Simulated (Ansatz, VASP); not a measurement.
# Two plane-wave programs on Bi

```
CELL_PARAMETERS angstrom
4.46205 0.00000 0.00000
-2.23103 3.86425 0.00000
0.00000 0.00000 11.62847
ATOMIC_POSITIONS crystal
Bi 0.33333 0.66667 0.25000
Bi 0.66667 0.33333 0.75000
```

Change from the starting cell: volume scaled by 0.95, PAW files.

Alike in both runs: task electric field gradients; functional PBEsol; k mesh 9 × 9 × 3; occupations fermi-dirac, width 0.03 eV; no spin polarisation.

```csv
,VASP,Ansatz
version,VASP 6.6.1,Ansatz 0.2.0
potentials or method,"VASP PAW PBE potentials, release 64 (Bi_d)","PAW with Ansatz's default frozen-core files, scalar-relativistic"
plane-wave cutoff (eV),520,420
valence electrons in the cell,30,30
```

|  | VASP | Ansatz | Ansatz less VASP |
| --- | --- | --- | --- |
| pressure (GPa) | -3.9 | -3.8 | +0.03 |
| traceless stress, the component that is largest in VASP (GPa) | 3.39 | 3.39 | +0.001 |
| size of Vzz on the site where it differs most (V/Å²) | 115.8 | 108.2 | -7.64 |

VASP's potentials were made for PBE, not for PBEsol.

Neither program's run includes spin-orbit coupling.
